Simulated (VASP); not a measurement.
# Si3Sb (Pm-3m) in VASP: a series of runs, part 2 of 2

VASP 6.6.1.

## 4. Relaxation of cell and atoms, PBE

Input file INCAR:

```
PREC     = Accurate       # precision mode
ENCUT    = 600            # plane-wave cutoff, eV
EDIFF    = 1E-6           # SCF threshold, eV
ISMEAR   = 0              # smearing method
SIGMA    = 0.1            # smearing width, eV
LREAL    = F              # projectors in reciprocal space
LASPH    = T              # aspherical terms in the spheres
NELM     = 100            # most SCF steps
ALGO     = Normal         # electronic algorithm
ISIF     = 3              # what is computed and relaxed
LWAVE    = F              # write WAVECAR
LCHARG   = F              # write CHGCAR
GGA      = PE             # functional
IBRION   = 2              # ionic algorithm
NSW      = 90             # ionic steps
EDIFFG   = -0.04          # ionic threshold
```

Input file KPOINTS:

```
Automatic mesh
0
Gamma
  4 4 4
```

Input file POSCAR:

```
Si3Sb
1.0
    4.1387528297      0.0000000000      0.0000000000
    0.0000000000      4.1387528297      0.0000000000
    0.0000000000      0.0000000000      4.1387528297
Si Sb
3 1
Direct
    0.0000000000      0.5000000000      0.5000000000
    0.5000000000      0.0000000000      0.5000000000
    0.5000000000      0.5000000000      0.0000000000
    0.0000000000      0.0000000000      0.0000000000
```

Potentials or basis: VASP PAW PBE potentials, release 64 (Si, Sb).

Started as:

```
cat potpaw_PBE.64/Si/POTCAR potpaw_PBE.64/Sb/POTCAR > POTCAR
mpirun -np 1 vasp_std > vasp.out
```

OUTCAR:

```text
PREC = Accurate
   ENCUT = 600
   EDIFF = 1E-6
   ISMEAR = 0
   LREAL = F
   LASPH = T
   NELM = 100
   ISIF = 3
   GGA = PE
   IBRION = 2
   NSW = 90
   EDIFFG = -0.04

 ion  position               nearest neighbor table
   1  0.000  0.500  0.500-   2 2.93   3 2.93   4 2.93   3 2.93   4 2.93   2 2.93   4 2.93   4 2.93
                             2 2.93   3 2.93   3 2.93   2 2.93
   2  0.500  0.000  0.500-   1 2.93   3 2.93   4 2.93   3 2.93   4 2.93   1 2.93   3 2.93   3 2.93
                             1 2.93   4 2.93   4 2.93   1 2.93
   3  0.500  0.500  0.000-   1 2.93   2 2.93   4 2.93   1 2.93   2 2.93   2 2.93   4 2.93   2 2.93
                             1 2.93   4 2.93   1 2.93   4 2.93
   4  0.000  0.000  0.000-   1 2.93   2 2.93   3 2.93   1 2.93   2 2.93   1 2.93   3 2.93   1 2.93
                             2 2.93   3 2.93   2 2.93   3 2.93

[... 182 lines left out ...]
  Total        2.2960487      2.2960487      2.2960487      0.0000000     -0.0000000     -0.0000000
  in kB       51.8899445     51.8899445     51.8899445      0.0000000     -0.0000000     -0.0000000
  external PRESSURE =      51.8899445 kB  Pullay stress =       0.0000000 kB
[... 63 lines left out ...]
--------------------------------------- Ionic step        3  -------------------------------------------

 number of electron      17.0000001 magnetization

 Free energy of the ion-electron system (eV)
  ---------------------------------------------------
  ext. energy  EPLUGINS =         0.00000000
  ---------------------------------------------------
  free energy    TOTEN  =       -17.62785758 eV

  energy without entropy =      -17.60319888  energy(sigma->0) =      -17.61552823

 E-fermi :   8.9310     XC(G=0): -10.6074

 val. band max:        8.8730457892   @ k =   0.2500   0.2500   0.0000
 cond. band min:       8.9334100797   @ k =   0.2500   0.0000   0.0000
 fundamental gap:      0.0603642905
 Fermi energy:         8.9310043846

 k-point     1 :       0.0000    0.0000    0.0000
  band No.  band energies     occupation
      1      -4.6413      2.00000
      2       2.8811      2.00000
      3       3.8633      2.00000
      4       3.8633      2.00000
      5       3.8633      2.00000
      6       3.8945      2.00000
      7       3.8945      2.00000
      8      10.6907      0.00000
      9      10.6907      0.00000
     10      10.6907      0.00000
     11      10.9765      0.00000
     12      10.9765      0.00000
[... 164 lines left out ...]
  FREE ENERGIE OF THE ION-ELECTRON SYSTEM (eV)
  ---------------------------------------------------
  free  energy   TOTEN  =       -17.6278575845 eV

  energy  without entropy=      -17.6031988779  energy(sigma->0) =      -17.61552823

 reached required accuracy - stopping structural energy minimisation
```

OSZICAR:

```text
N       E                     dE             d eps       ncg     rms          rms(c)
DAV:   1     0.500221601254E+02    0.50022E+02   -0.67270E+03   240   0.125E+03
DAV:   2    -0.138315733390E+02   -0.63854E+02   -0.60039E+02   296   0.168E+02
DAV:   3    -0.175819940383E+02   -0.37504E+01   -0.35327E+01   300   0.372E+01
[... 22 lines left out ...]
DAV:   2    -0.176301876650E+02    0.43580E-02   -0.53504E-03   248   0.543E-01    0.267E-01
DAV:   3    -0.176279269763E+02    0.22607E-02   -0.40438E-03   240   0.359E-01    0.699E-02
DAV:   4    -0.176278723555E+02    0.54621E-04   -0.18267E-04   248   0.945E-02    0.491E-02
DAV:   5    -0.176278584980E+02    0.13857E-04   -0.27775E-05   264   0.328E-02    0.293E-02
DAV:   6    -0.176278575845E+02    0.91350E-06   -0.30597E-06   256   0.103E-02
   3 F= -.17627858E+02 E0= -.17615528E+02  d E =-.655187E-01
```

CONTCAR:

```text
Si3Sb
   1.00000000000000
     4.2198898625592678   -0.0000000000000000   -0.0000000000000000
     0.0000000000000000    4.2198898625592678   -0.0000000000000000
    -0.0000000000000000   -0.0000000000000000    4.2198898625592678
  Si              Sb
     3     1
Direct
     0.0000000000000000    0.5000000000000000    0.5000000000000000
     0.5000000000000000    0.0000000000000000    0.5000000000000000
     0.5000000000000000    0.5000000000000000    0.0000000000000000
     0.0000000000000000    0.0000000000000000    0.0000000000000000

  0.00000000E+00  0.00000000E+00  0.00000000E+00
  0.00000000E+00  0.00000000E+00  0.00000000E+00
  0.00000000E+00  0.00000000E+00  0.00000000E+00
  0.00000000E+00  0.00000000E+00  0.00000000E+00
```

Wall time 18 s (1 thread of Intel Xeon Platinum 8488C (Sapphire Rapids), shared host); peak memory 0.21 GiB.

What came out:

* Free energy: -17.6279 eV
* Relaxed volume: 18.79 Å³/atom
* Relaxed cell: a = 4.220 Å, b = 4.220 Å, c = 4.220 Å, α = 90.00°, β = 90.00°, γ = 90.00°
* Space group after relaxing (to 0.05 Å): Pm-3m (No. 221)
* Energy gained by relaxing: 16.4 meV/atom
* Ionic steps: 3
* Pressure after relaxing: 0.0 GPa

The path:
```
step  energy change (eV)  largest force (eV/Å)  pressure (GPa)  volume (Å³)
   1              0.0000                0.0000            5.19        70.89
   2             -0.0554                0.0000           -1.75        76.95
   3             -0.0655                0.0000            0.01        75.15
```

Final structure:
```
Si Sb
1.0
     4.21989    0.00000    0.00000
     0.00000    4.21989    0.00000
     0.00000    0.00000    4.21989
Si Sb
3 1
Direct
  0.00000 0.50000 0.50000
  0.50000 0.00000 0.50000
  0.50000 0.50000 0.00000
  0.00000 0.00000 0.00000
```

Levels at points of the mesh, in eV from the Fermi level:
```tsv
k point	band 4	band 5	band 6	band 7	band 8	band 9	band 10	band 11	band 12
(0.00, 0.00, 0.00)	-5.07	-5.07	-5.04	-5.04	1.76	1.76	1.76	2.05	2.05
(0.50, 0.00, 0.00)	-4.22	-3.34	-3.34	-2.63	-2.63	-1.42	-1.27	3.56	3.71
(0.50, 0.50, 0.00)	-8.63	-1.56	-1.16	-1.16	-1.10	-0.79	-0.79	-0.70	-0.65
(0.50, 0.50, 0.50)	-7.39	-6.52	-6.52	-6.52	-5.66	5.72	5.72	5.72	6.21
```

Caveat: the k points lie up to 0.37 Å⁻¹ apart in the final cell; the bands computed are all filled at some k points, so no gap is given; spin-orbit coupling is left out, which moves the levels of the heavy elements.

## 5. Single point, PBE

This run uses another cell than the first one, of 18.64 Å³/atom, 1.052 times its volume.

Input file INCAR:

```
SYSTEM = Si3Sb
  PREC = Accurate
  ENCUT = 520
  EDIFF = 1E-7
  ISMEAR = 0
  SIGMA = 0.1
  LREAL = .False.
  LASPH = .True.
  NELM = 80
  ALGO = Normal
  ISIF = 2
  LWAVE = .False.
  LCHARG = .False.
  GGA = PE
  NBANDS = 16
```

Input file KPOINTS:

```
regular mesh
0
Gamma
  12 12 12
  0 0 0
```

Input file POSCAR:

```
Si3Sb
1.0
    4.2087691456      0.0000000000      0.0000000000
    0.0000000000      4.2087691456      0.0000000000
    0.0000000000      0.0000000000      4.2087691456
Si Sb
3 1
Direct
    0.0000000000      0.5000000000      0.5000000000
    0.5000000000      0.0000000000      0.5000000000
    0.5000000000      0.5000000000      0.0000000000
    0.0000000000      0.0000000000      0.0000000000
```

Started as:

```
cat potpaw_PBE.64/Si/POTCAR potpaw_PBE.64/Sb/POTCAR > POTCAR
mpirun -np 1 vasp_std > vasp.out
```

Wall time 37 s (1 thread of Intel Xeon Platinum 8488C (Sapphire Rapids), shared host); peak memory 0.23 GiB.

Results (log left out):

```yaml
Free_energy: -17.6906 eV
Pressure: 0.0 GPa
```

Levels at points of the mesh, in eV from the Fermi level:
```
           k point  band 4  band 5  band 6  band 7  band 8  band 9  band 10  band 11  band 12  band 13
(0.00, 0.00, 0.00)   -4.98   -4.98   -4.91   -4.91    1.90    1.90     1.90     2.18     2.18     2.18
(0.50, 0.00, 0.00)   -4.08   -3.24   -3.24   -2.54   -2.54   -1.33    -1.16     3.73     3.87     3.87
(0.50, 0.50, 0.00)   -8.56   -1.43   -1.02   -1.02   -0.96   -0.68    -0.68    -0.62    -0.54     5.58
(0.50, 0.50, 0.50)   -7.29   -6.44   -6.44   -6.44   -5.62    5.89     5.89     5.89     6.36     6.36
```

Caveat: spin-orbit coupling is left out, which moves the levels of the heavy elements.

## 6. Relaxation of cell and atoms, PBE

This run uses another cell than the first one, of 18.79 Å³/atom, 1.060 times its volume.

Input file INCAR:

```
SYSTEM = Si3Sb
  PREC = Accurate
  ENCUT = 600
  EDIFF = 1E-6
  ISMEAR = 0
  SIGMA = 0.1
  LREAL = .False.
  LASPH = .True.
  NELM = 100
  ALGO = Normal
  ISIF = 3
  LWAVE = .False.
  LCHARG = .False.
  GGA = PE
  IBRION = 2
  NSW = 100
  EDIFFG = -0.01
```

KPOINTS is that of step 5.

Input file POSCAR:

```
Si3Sb
1.0
    4.2200083273      0.0000000000      0.0000000000
    0.0000000000      4.2200083273      0.0000000000
    0.0000000000      0.0000000000      4.2200083273
Si Sb
3 1
Direct
    0.0000000000      0.5000000000      0.5000000000
    0.5000000000      0.0000000000      0.5000000000
    0.5000000000      0.5000000000      0.0000000000
    0.0000000000      0.0000000000      0.0000000000
```

Potentials or basis: VASP PAW PBE potentials, release 64 (Si, Sb).

Started as:

```
cat potpaw_PBE.64/Si/POTCAR potpaw_PBE.64/Sb/POTCAR > POTCAR
mpirun -np 1 vasp_std > vasp.out
```

It took 59 s on 1 thread of Intel Xeon Platinum 8488C (Sapphire Rapids), shared host; peak memory 0.27 GiB.

The run converged. Its results:

```yaml
Free_energy: -17.6908 eV
Relaxed_volume: 18.62 Å³/atom
Relaxed_cell: a = 4.207 Å, b = 4.207 Å, c = 4.207 Å, α = 90.00°, β = 90.00°, γ = 90.00°
Space_group_after_relaxing_to_0.05_Å: Pm-3m (No. 221)
Energy_gained_by_relaxing: 0.2 meV/atom
Ionic_steps: 2
Pressure_after_relaxing: 0.1 GPa
```

Step by step:
| step | energy change (eV) | largest force (eV/Å) | pressure (GPa) | volume (Å³) |
| --- | --- | --- | --- | --- |
| 1 | 0.0000 | 0.0000 | -0.54 | 75.15 |
| 2 | -0.0010 | 0.0000 | 0.08 | 74.47 |

Final structure:
```
Si Sb
1.0
     4.20720    0.00000    0.00000
     0.00000    4.20720    0.00000
     0.00000    0.00000    4.20720
Si Sb
3 1
Direct
  0.00000 0.50000 0.50000
  0.50000 0.00000 0.50000
  0.50000 0.50000 0.00000
  0.00000 0.00000 0.00000
```

Levels at points of the mesh, in eV from the Fermi level:
| k point | band 4 | band 5 | band 6 | band 7 | band 8 | band 9 | band 10 | band 11 | band 12 |
| --- | --- | --- | --- | --- | --- | --- | --- | --- | --- |
| (0.00, 0.00, 0.00) | -4.99 | -4.99 | -4.91 | -4.91 | 1.90 | 1.90 | 1.90 | 2.18 | 2.18 |
| (0.50, 0.00, 0.00) | -4.08 | -3.24 | -3.24 | -2.54 | -2.54 | -1.34 | -1.16 | 3.74 | 3.88 |
| (0.50, 0.50, 0.00) | -8.57 | -1.43 | -1.02 | -1.02 | -0.96 | -0.68 | -0.68 | -0.63 | -0.54 |
| (0.50, 0.50, 0.50) | -7.29 | -6.44 | -6.44 | -6.44 | -5.62 | 5.90 | 5.90 | 5.90 | 6.37 |

Caveat: the bands computed are all filled at some k points, so no gap is given; spin-orbit coupling is left out, which moves the levels of the heavy elements.

## 7. Summary

| task | cell | k mesh | cutoff (eV) | gap on the mesh (eV) | pressure (GPa) | relaxed volume (Å³/atom) |
| --- | --- | --- | --- | --- | --- | --- |
| single point | a = 4.139 Å, 4 atoms | 4 × 4 × 4 | 520 | none | 5.2 | - |
| single point | a = 4.220 Å, 4 atoms | 4 × 4 × 4 | 520 | none | 0.0 | - |
| relaxation of cell and atoms | relaxed from a = 4.139 Å, 4 atoms | 4 × 4 × 4 | 600 | - | 0.0 | 18.79 |
| single point | a = 4.209 Å, 4 atoms | 12 × 12 × 12 | 520 | none | 0.0 | - |
| relaxation of cell and atoms | relaxed from a = 4.220 Å, 4 atoms | 12 × 12 × 12 | 600 | - | 0.1 | 18.62 |

Alike in all rows: level PBE; potentials or basis VASP PAW PBE potentials, release 64 (Si, Sb); no spin polarisation; smearing gaussian 0.1 eV.

Caveats: some runs use coarse meshes; spin-orbit coupling is left out, which moves the levels of the heavy elements; the bands computed are all filled at some k points, so no gap is given (some runs).

Total energies depend on the potentials used, so only differences within one code and one set of settings carry meaning.
